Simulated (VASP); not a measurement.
# I (Fd-3m) in VASP: further runs

The runs below take I through single point, with PBE.

Program: VASP 6.6.1. These are calculated values, not measurements. Logs are shortened: lines on timing, memory, paths and dates and some standing lists are left out, and cuts for length are marked.

## (1) The cell of the first run

Symmetry: Fd-3m, No. 227, cubic system. Conventional cell: a = 6.334 Å, b = 6.334 Å, c = 6.334 Å, α = 90.00°, β = 90.00°, γ = 90.00°. I (site symmetry -43m) has 4 I at 2.74 Å within 3.6 Å.

## (2) Single point, PBE (volume scaled by 0.52)

Input file INCAR:

```
SYSTEM = I
PREC = Accurate
ENCUT = 520
EDIFF = 1E-7
ISMEAR = -1
SIGMA = 0.1
LREAL = .FALSE.
LASPH = .TRUE.
NELM = 100
ALGO = Normal
ISIF = 2
LWAVE = .FALSE.
LCHARG = .FALSE.
GGA = PE
NBANDS = 14
```

Input file KPOINTS:

```
regular mesh
0
G
  10 10 10
  0 0 0
```

Input file POSCAR:

```
I
1.0
    0.0000000000      3.1672481260      3.1672481260
    3.1672481260      0.0000000000      3.1672481260
    3.1672481260      3.1672481260      0.0000000000
I
2
Direct
   -0.1250000000     -0.1250000000     -0.1250000000
    0.1250000000      0.1250000000      0.1250000000
```

Potentials or basis: VASP PAW PBE potentials, release 64 (I).

Command:

```
$ cat potpaw_PBE.64/I/POTCAR > POTCAR
$ mpirun -np 1 vasp_std > vasp.out
```

OUTCAR:

```text
SYSTEM = I
   PREC = Accurate
   ENCUT = 520
   EDIFF = 1E-7
   ISMEAR = -1
   LREAL = .FALSE.
   LASPH = .TRUE.
   NELM = 100
   ISIF = 2
   GGA = PE

 ion  position               nearest neighbor table
   1  0.875  0.875  0.875-   2 2.74   2 2.74   2 2.74   2 2.74
   2  0.125  0.125  0.125-   1 2.74   1 2.74   1 2.74   1 2.74

  LATTYP: Found a face centered cubic cell.
 ALAT       =     6.3344962520

  Lattice vectors:

 A1 = (   0.0000000000,   3.1672481260,   3.1672481260)
 A2 = (   3.1672481260,   0.0000000000,   3.1672481260)
 A3 = (   3.1672481260,   3.1672481260,   0.0000000000)

Analysis of symmetry for initial positions (statically):
=====================================================================
 Subroutine PRICEL returns:
 Original cell was already a primitive cell.

 Routine SETGRP: Setting up the symmetry group for a
 face centered cubic supercell.

 Subroutine GETGRP returns: Found 48 space group operations
 (whereof 12 operations were pure point group operations)
 out of a pool of 48 trial point group operations.

The static configuration has the point symmetry D_3d.
 The point group associated with its full space group is O_h .

Analysis of symmetry for dynamics (positions and initial velocities):
=====================================================================
 Subroutine PRICEL returns:
 Original cell was already a primitive cell.

 Routine SETGRP: Setting up the symmetry group for a
 face centered cubic supercell.

 Subroutine GETGRP returns: Found 48 space group operations
 (whereof 12 operations were pure point group operations)
 out of a pool of 48 trial point group operations.

The dynamic configuration has the point symmetry D_3d.
 The point group associated with its full space group is O_h .

 Subroutine INISYM returns: Found 48 space group operations
 (whereof 12 operations are pure point group operations),
 and found     1 'primitive' translations

----------------------------------------------------------------------------------------

                                     Primitive cell

  volume of cell :      63.5443

  direct lattice vectors                    reciprocal lattice vectors
     0.000000000  3.167248126  3.167248126    -0.157865750  0.157865750  0.157865750
     3.167248126  0.000000000  3.167248126     0.157865750 -0.157865750  0.157865750
     3.167248126  3.167248126  0.000000000     0.157865750  0.157865750 -0.157865750

  length of vectors
     4.479165255  4.479165255  4.479165255     0.273431499  0.273431499  0.273431499

  position of ions in fractional coordinates (direct lattice)
     0.875000000  0.875000000  0.875000000
     0.125000000  0.125000000  0.125000000
[... 84 lines left out ...]
   ISYM   =      2    0-nonsym 1-usesym 2-fastsym
   POTIM  = 0.5000    time-step for ionic-motion
   TEBEG  =    0.0;   TEEND  =   0.0 temperature during run
   PSTRESS=    0.0 pullay stress
   NELECT =      14.0000    total number of electrons
   NUPDOWN=      -1.0000    fix difference up-down
   EMIN   =  10.00;   EMAX   =-10.00  energy-range for DOS
   EFERMI =   0.00;   METHOD = LEGACY
   ISMEAR =    -1;   SIGMA  =   0.10  broadening in eV -4-tet -1-fermi 0-gaus
   EFERMI_NEDOS =   21; number of points for ismear=-14 and -15
   IALGO  =     38    algorithm
   IMIX   =      4    mixing-type and parameters
     AMIX     =   0.40;   BMIX     =  1.00
     AMIX_MAG =   1.60;   BMIX_MAG =  1.00
  volume/ion in A,a.u.               =      31.77       214.41
  Fermi-wavevector in a.u.,A,eV,Ry     =   0.988763  1.868491 13.301760  0.977652
  Thomas-Fermi vector in A             =   2.120313
   LORBIT       =      0    0 simple, 1 ext, 2 COOP (PROOUT), +10 PAW based schemes
   GGA     = PE    functional components
   LHFCALC =     F    Hartree Fock is set to
   AEXX    =    0.0000 exact exchange contribution
   IVDW    =     0    specifies the selected vdW correction
   LEPSILON=     F    determine dielectric tensor
   LRPA    =     F    only Hartree local field effects (RPA)
 non-spin polarized calculation
  energy-cutoff  :      520.00
  volume of cell :       63.54
 maximum number of plane-waves:      1736
 NGX is ok and might be reduce to    36
   NGX = 17   NGY = 17   NGZ = 17

 number of electron      13.9999999 magnetization

 Free energy of the ion-electron system (eV)
  ---------------------------------------------------
  ext. energy  EPLUGINS =         0.00000000
  ---------------------------------------------------
  free energy    TOTEN  =         1.16962931 eV

  energy without entropy =        1.23790216  energy(sigma->0) =        1.20376573

 E-fermi :   7.4011     XC(G=0):  -9.1159

 val. band max:        7.3873047080   @ k =  -0.4000   0.3000   0.1000
 cond. band min:       7.4117303566   @ k =   0.5000   0.3000   0.1000
 fundamental gap:      0.0244256486
 Fermi energy:         7.4010791151

 k-point     1 :       0.0000    0.0000    0.0000
  band No.  band energies     occupation
      1      -9.9699      2.00000
      2      -3.0547      2.00000
      3       1.8318      2.00000
      4       1.8318      2.00000
      5       1.8318      2.00000
      6       4.9326      2.00000
      7       4.9326      2.00000
      8       4.9326      2.00000
      9      10.5089      0.00000
     10      12.5962      0.00000
     11      12.5962      0.00000
     12      14.5697      0.00000
     13      14.5697      0.00000
     14      14.5697      0.00000
[... 377 lines left out ...]
      1      -8.6868      2.00000
      2      -6.0280      2.00000
      3       0.2893      2.00000
      4       0.4295      2.00000
      5       3.8090      2.00000
      6       4.3115      2.00000
      7       7.7925      0.03912
      8       7.8078      0.03367
      9      10.9275      0.00000
     10      13.2566      0.00000
     11      14.0878      0.00000
     12      15.4889      0.00000
     13      16.1079      0.00000
     14      16.7637      0.00000

 [... further k-points ...]
[... 5 lines left out ...]
  --------------------------------------------------------------------------------------
  -------------------------------------------------------------------------------------
  Total       12.5682721     12.5682721     12.5682721      0.0000000      0.0000000     -0.0000000
  in kB      316.8909955    316.8909955    316.8909955      0.0000000      0.0000000     -0.0000000
  external PRESSURE =     316.8909955 kB  Pullay stress =       0.0000000 kB

 VOLUME and BASIS-vectors are now :
 -----------------------------------------------------------------------------
  energy-cutoff  :      520.00
  volume of cell :       63.54
      direct lattice vectors                 reciprocal lattice vectors
     0.000000000  3.167248126  3.167248126    -0.157865750  0.157865750  0.157865750
     3.167248126  0.000000000  3.167248126     0.157865750 -0.157865750  0.157865750
     3.167248126  3.167248126  0.000000000     0.157865750  0.157865750 -0.157865750

 POSITION                                       TOTAL-FORCE (eV/Angst)
 -----------------------------------------------------------------------------------
      5.54268      5.54268      5.54268        -0.000000     -0.000000     -0.000000
      0.79181      0.79181      0.79181         0.000000      0.000000      0.000000
 -----------------------------------------------------------------------------------
    total drift:                               -0.000000      0.000000      0.000000

  FREE ENERGIE OF THE ION-ELECTRON SYSTEM (eV)
  ---------------------------------------------------
  free  energy   TOTEN  =         1.1696293069 eV

  energy  without entropy=        1.2379021616  energy(sigma->0) =        1.20376573
```

stdout:

```text
POSCAR found type information on POSCAR I
 POSCAR found :  1 types and       2 ions
 scaLAPACK will be used
 LDA part: xc-table for (Slater+PW92), standard interpolation
 POSCAR, INCAR and KPOINTS ok, starting setup
 FFT: planning ... GRIDC
 FFT: planning ... GRID_SOFT
 FFT: planning ... GRID
 WAVECAR not read
 entering main loop
```

Run time: 44 s. Hardware: 1 thread of AMD EPYC 9R45 (Zen 5), shared host; peak memory 0.18 GiB.

What came out:

```
Free energy            : 1.1696 eV
Pressure               : 31.7 GPa
Band gap on the k mesh : zero (band 7 reaches 8.83 eV, above the bottom of band 8 at 4.93 eV)
```

Caveat: spin-orbit coupling is left out, which moves the levels of the heavy elements.

## (3) Single point, PBE (volume scaled by 0.6)

Input file INCAR:

```
SYSTEM = I
PREC = Accurate
ENCUT = 520
EDIFF = 1E-6
ISMEAR = -1
SIGMA = 0.1
LREAL = .False.
LASPH = .True.
NELM = 100
ALGO = Normal
ISIF = 2
LWAVE = .False.
LCHARG = .False.
GGA = PE
NBANDS = 14
```

Input file KPOINTS:

```
Automatic mesh
0
Gamma
  10 10 10
  0 0 0
```

Input file POSCAR:

```
I
1.0
    0.0000000000      3.3219879805      3.3219879805
    3.3219879805      0.0000000000      3.3219879805
    3.3219879805      3.3219879805      0.0000000000
I
2
Direct
   -0.1250000000     -0.1250000000     -0.1250000000
    0.1250000000      0.1250000000      0.1250000000
```

Potentials or basis: VASP PAW PBE potentials, release 64 (I).

Command:

```
$ cat potpaw_PBE.64/I/POTCAR > POTCAR
$ mpirun -np 1 vasp_std > vasp.out
```

Wall time 51 s (1 thread of AMD EPYC 9R45 (Zen 5), shared host); peak memory 0.18 GiB.

It converged, with:

| Item | Value |
| --- | --- |
| Free energy | -0.3095 eV |
| Pressure | 18.1 GPa |
| Band gap on the k mesh | zero (band 7 reaches 6.56 eV, above the bottom of band 8 at 3.49 eV) |

Levels at points of the mesh, in eV from the Fermi level:
| k point | band 5 | band 6 | band 7 | band 8 | band 9 | band 10 |
| --- | --- | --- | --- | --- | --- | --- |
| (0.00, 0.00, 0.00) | -4.83 | -2.04 | -2.04 | -2.04 | 3.46 | 5.58 |
| (0.50, 0.00, 0.00) | -5.16 | -0.94 | -0.94 | 0.66 | 5.39 | 5.43 |
| (0.50, 0.50, 0.00) | -3.02 | -3.02 | 1.03 | 1.03 | 4.83 | 4.83 |

Caveat: spin-orbit coupling is left out, which moves the levels of the heavy elements.

## (4) Single point, PBE (volume scaled by 0.6)

Input file INCAR:

```
ALGO = Normal
EDIFF = 1E-6
ENCUT = 520
GGA = PE
ISIF = 2
ISMEAR = -1
LASPH = True
LCHARG = False
LREAL = False
LWAVE = False
NBANDS = 14
NELM = 60
PREC = Accurate
SIGMA = 0.1
```

Input file KPOINTS:

```
k-points
0
Gamma
  10 10 10
```

POSCAR is that of step 3.

Command:

```
$ cat potpaw_PBE.64/I/POTCAR > POTCAR
$ mpirun -np 1 vasp_std > vasp.out
```

Wall time 52 s (1 thread of AMD EPYC 9R45 (Zen 5), shared host); peak memory 0.18 GiB.

It converged, with:

```yaml
Free_energy: -0.3095 eV
Pressure: 18.1 GPa
Band_gap_on_the_k_mesh: zero (band 7 reaches 6.56 eV, above the bottom of band 8 at 3.49 eV)
```

Levels at points of the mesh, in eV from the Fermi level:
```tsv
k point	band 3	band 4	band 5	band 6	band 7	band 8	band 9	band 10	band 11	band 12
(0.00, 0.00, 0.00)	-4.83	-4.83	-4.83	-2.04	-2.04	-2.04	3.46	5.58	5.58	7.46
(0.50, 0.00, 0.00)	-5.50	-5.50	-5.16	-0.94	-0.94	0.66	5.39	5.43	6.11	6.11
(0.50, 0.50, 0.00)	-6.22	-6.22	-3.02	-3.02	1.03	1.03	4.83	4.83	7.44	7.44
```

Caveat: spin-orbit coupling is left out, which moves the levels of the heavy elements.

## (5) Single point, PBE (volume scaled by 0.68)

Input file INCAR:

```
PREC = Accurate
ENCUT = 520
EDIFF = 1E-6
ISMEAR = -1
SIGMA = 0.1
LREAL = False
LASPH = True
NELM = 60
ALGO = Normal
ISIF = 2
LWAVE = False
LCHARG = True
GGA = PE
LELF = True
LVHAR = True
NBANDS = 14
```

Input file KPOINTS:

```
regular mesh
0
Gamma
  10 10 10
```

Input file POSCAR:

```
I
1.0
    0.0000000000      3.4635166325      3.4635166325
    3.4635166325      0.0000000000      3.4635166325
    3.4635166325      3.4635166325      0.0000000000
I
2
Direct
   -0.1250000000     -0.1250000000     -0.1250000000
    0.1250000000      0.1250000000      0.1250000000
```

Command:

```
$ cat potpaw_PBE.64/I/POTCAR > POTCAR
$ mpirun -np 1 vasp_std > vasp.out
```

Wall time 48 s (1 thread of AMD EPYC 9R45 (Zen 5), shared host); peak memory 0.18 GiB.

It converged, with:

```
Free energy            : -1.1541 eV
Pressure               : 10.3 GPa
Band gap on the k mesh : zero (band 7 reaches 4.80 eV, above the bottom of band 8 at 2.34 eV)
```

Levels at points of the mesh, in eV from the Fermi level:
| k point | band 3 | band 4 | band 5 | band 6 | band 7 | band 8 | band 9 | band 10 | band 11 | band 12 |
| --- | --- | --- | --- | --- | --- | --- | --- | --- | --- | --- |
| (0.00, 0.00, 0.00) | -4.18 | -4.18 | -4.18 | -1.67 | -1.67 | -1.67 | 3.75 | 5.95 | 5.95 | 7.72 |
| (0.50, 0.00, 0.00) | -4.75 | -4.75 | -4.57 | -0.73 | -0.73 | 0.33 | 5.61 | 5.76 | 6.32 | 6.32 |
| (0.50, 0.50, 0.00) | -5.36 | -5.36 | -2.65 | -2.65 | 0.79 | 0.79 | 4.99 | 4.99 | 7.64 | 7.64 |

Caveat: spin-orbit coupling is left out, which moves the levels of the heavy elements.

## (6) Single point, PBE (volume scaled by 0.76)

Input file INCAR:

```
ALGO = Normal
EDIFF = 1E-6
ENCUT = 520
GGA = PE
ISIF = 2
ISMEAR = -1
LASPH = T
LCHARG = T
LELF = T
LREAL = F
LVHAR = T
LWAVE = F
NBANDS = 14
NELM = 80
PREC = Accurate
SIGMA = 0.1
```

Input file KPOINTS:

```
k-points
0
Gamma
  10 10 10
```

Input file POSCAR:

```
I
1.0
    0.0000000000      3.5943373632      3.5943373632
    3.5943373632      0.0000000000      3.5943373632
    3.5943373632      3.5943373632      0.0000000000
I
2
Direct
   -0.1250000000     -0.1250000000     -0.1250000000
    0.1250000000      0.1250000000      0.1250000000
```

Potentials or basis: VASP PAW PBE potentials, release 64 (I).

Command:

```
$ cat potpaw_PBE.64/I/POTCAR > POTCAR
$ mpirun -np 1 vasp_std > vasp.out
```

OUTCAR:

```text
EDIFF = 1E-6
   ENCUT = 520
   GGA = PE
   ISIF = 2
   ISMEAR = -1
   LASPH = T
   LREAL = F
   NELM = 80
   PREC = Accurate

 ion  position               nearest neighbor table
   1  0.875  0.875  0.875-   2 3.11   2 3.11   2 3.11   2 3.11
   2  0.125  0.125  0.125-   1 3.11   1 3.11   1 3.11   1 3.11

  LATTYP: Found a face centered cubic cell.
 ALAT       =     7.1886747264

  Lattice vectors:

 A1 = (   0.0000000000,   3.5943373632,   3.5943373632)
[... 586 lines left out ...]
      8       3.0004      0.20063
      9       7.4661      0.00000
     10       8.7280      0.00000
     11      10.2003      0.00000
     12      11.0861      0.00000
     13      11.2584      0.00000
     14      11.8043      0.00000

 [... further k-points ...]
[... 5 lines left out ...]
  --------------------------------------------------------------------------------------
  -------------------------------------------------------------------------------------
  Total        3.2784803      3.2784803      3.2784803      0.0000000     -0.0000000      0.0000000
  in kB       56.5583404     56.5583404     56.5583404      0.0000000     -0.0000000      0.0000000
  external PRESSURE =      56.5583404 kB  Pullay stress =       0.0000000 kB

 VOLUME and BASIS-vectors are now :
 -----------------------------------------------------------------------------
  energy-cutoff  :      520.00
  volume of cell :       92.87
      direct lattice vectors                 reciprocal lattice vectors
     0.000000000  3.594337363  3.594337363    -0.139107699  0.139107699  0.139107699
     3.594337363  0.000000000  3.594337363     0.139107699 -0.139107699  0.139107699
     3.594337363  3.594337363  0.000000000     0.139107699  0.139107699 -0.139107699

 POSITION                                       TOTAL-FORCE (eV/Angst)
 -----------------------------------------------------------------------------------
      6.29009      6.29009      6.29009         0.000000      0.000000      0.000000
      0.89858      0.89858      0.89858        -0.000000     -0.000000     -0.000000
 -----------------------------------------------------------------------------------
    total drift:                                0.000000      0.000000     -0.000000

  FREE ENERGIE OF THE ION-ELECTRON SYSTEM (eV)
  ---------------------------------------------------
  free  energy   TOTEN  =        -1.6283938315 eV

  energy  without entropy=       -1.5227739602  energy(sigma->0) =       -1.57558390
```

Run time: 58 s. Hardware: 1 thread of AMD EPYC 9R45 (Zen 5), shared host; peak memory 0.21 GiB.

Results:

- Free energy: -1.6284 eV
- Pressure: 5.7 GPa
- Band gap on the k mesh: zero (band 7 reaches 3.41 eV, above the bottom of band 8 at 1.41 eV)

Caveat: spin-orbit coupling is left out, which moves the levels of the heavy elements.

## (7) The runs side by side

| cell | gap on the mesh (eV) | pressure (GPa) |
| --- | --- | --- |
| a = 4.479 Å, angles 60.0°, 2 atoms | none | 31.7 |
| a = 4.698 Å, angles 60.0°, 2 atoms | none | 18.1 |
| a = 4.898 Å, angles 60.0°, 2 atoms | none | 10.3 |
| a = 5.083 Å, angles 60.0°, 2 atoms | none | 5.7 |

Alike in all rows: task single point; level PBE; potentials or basis VASP PAW PBE potentials, release 64 (I); no spin polarisation; k mesh 10 × 10 × 10; cutoff (eV) 520; smearing fermi-dirac 0.1 eV.

Caveats: spin-orbit coupling is left out, which moves the levels of the heavy elements.

Total energies depend on the potentials used, so only differences within one code and one set of settings carry meaning.
